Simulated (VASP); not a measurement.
MoS: single point with r2SCAN+U

The system is MoS.

```
Mo S
1.0
     0.00000    2.93221    2.93221
     2.93221    0.00000    2.93221
     2.93221    2.93221    0.00000
Mo S
1 1
Direct
  0.00000 0.00000 0.00000
  0.25000 0.25000 0.25000
```

```json
{
  "Program": "VASP 6.6.1",
  "Task": "single point",
  "Functional": "r2SCAN",
  "Potentials or basis": "VASP PAW PBE potentials, release 64 (Mo_sv, S)",
  "Cutoff": "520 eV",
  "k mesh": "12 × 12 × 12",
  "Occupations": "gaussian, width 0.1 eV",
  "Spin": "collinear spin",
  "Starting moments": "[2.0, 0.0] μB",
  "Hubbard terms": "Mo d U = 4.38 eV"
}
```

```
Pressure                                              : 1.8 GPa
Band gap on the k mesh                                : zero (filled and empty bands overlap)
Net moment                                            : 4.00 μB per cell
Site moments                                          : Mo +3.59; S -0.20 μB
Valence electrons inside the program's atomic spheres : Mo 12.21; S 3.74
```

Levels at points of the mesh, in eV from the Fermi level:
Spin up:
```csv
k point,band 9,band 10,band 11,band 12,band 13,band 14,band 15,band 16
"(0.00, 0.00, 0.00)",-3.21,-3.21,0.22,1.84,1.84,1.84,6.66,6.66
"(0.50, 0.00, 0.00)",-2.84,-2.84,-2.01,0.32,0.32,2.94,6.34,7.48
"(0.50, 0.50, 0.00)",-2.79,-2.70,-2.21,-1.15,-1.15,4.18,5.78,8.11
```
Spin down:
```csv
k point,band 5,band 6,band 7,band 8,band 9,band 10,band 11,band 12
"(0.00, 0.00, 0.00)",-14.71,-4.15,-4.15,-4.15,1.63,3.07,3.07,5.65
"(0.50, 0.00, 0.00)",-14.24,-5.31,-4.00,-4.00,2.73,3.32,3.32,4.27
"(0.50, 0.50, 0.00)",-14.09,-5.42,-3.93,-3.93,0.84,2.62,3.88,3.88
```

Eigenvalues of the final occupation matrices:
```
    site  spin  trace               eigenvalues
site 1 d     1   3.73  0.69 0.69 0.69 0.83 0.83
site 1 d     2   0.22  0.02 0.02 0.06 0.06 0.06
```

Run time: 8.2 min on 1 thread of Oxide Virtual Turin-like Processor, on a shared host, peak memory 0.26 GiB.

Caveat: the PAW data sets were made with another functional, which shifts forces and pressure a little.
